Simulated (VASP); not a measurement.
Write the native input for VASP 6.6.1 that does the following.

```yaml
Task: relaxation of cell and atoms
Functional: BLYP
Dispersion: D3(BJ)
Potentials_or_basis: VASP PAW PBE potentials, release 64 (Br, K_sv)
Cutoff: 600 eV
k_mesh: 7 × 7 × 7
Occupations: fermi-dirac, width 0.05 eV
Spin: no spin polarisation
Dipole_correction: no
Further_INCAR_settings: ALGO = Normal; EDIFF = 1e-06; IBRION = 2; EDIFFG = -0.01; NSW = 60; ISIF = 3
```

The structure of KBr lies in POSCAR:

```
KBr
1.0
    0.0000000000      3.3000000000      3.3000000000
    3.3000000000      0.0000000000      3.3000000000
    3.3000000000      3.3000000000      0.0000000000
Br K
1 1
Direct
    0.5000000000      0.5000000000      0.5000000000
    0.0000000000      0.0000000000      0.0000000000
```

The input as run:

INCAR

```
PREC = Accurate
ENCUT = 600
EDIFF = 1E-6
ISMEAR = -1
SIGMA = 0.05
LREAL = F
LASPH = T
NELM = 60
ALGO = Normal
ISIF = 3
LWAVE = F
LCHARG = F
GGA = B5
ALDAX = 1.0
AGGAX = 1.0
AGGAC = 1.0
ALDAC = 0.0
IVDW = 12
VDW_S6 = 1.0
VDW_S8 = 2.6996
VDW_A1 = 0.4298
VDW_A2 = 4.2359
IBRION = 2
NSW = 60
EDIFFG = -0.01
```

KPOINTS

```
regular mesh
0
Gamma
  7 7 7
```

Potentials or basis: VASP PAW PBE potentials, release 64 (Br, K_sv).

Run with:

```bash
$ cat potpaw_PBE.64/Br/POTCAR potpaw_PBE.64/K_sv/POTCAR > POTCAR
$ mpirun -np 1 vasp_std > vasp.out
```

Results of the run:

```
Relaxed volume                        : 34.55 Å³/atom
Relaxed cell                          : a = 4.606 Å, b = 4.606 Å, c = 4.606 Å, α = 60.00°, β = 60.00°, γ = 60.00°
Space group after relaxing (to 0.1 Å) : Fm-3m (No. 225)
Energy gained by relaxing             : 3.3 meV/atom
Ionic steps                           : 3
Pressure after relaxing               : 0.0 GPa
Band gap on the k mesh                : 4.56 eV
Dispersion energy per atom            : -0.505 eV
```

Caveat: the PAW data sets were made with another functional, which shifts forces and pressure a little.

Wall time 91 s on 1 thread of Intel(R) Xeon(R) Platinum 8488C (Sapphire Rapids) (shared host), peak memory 0.25 GiB.
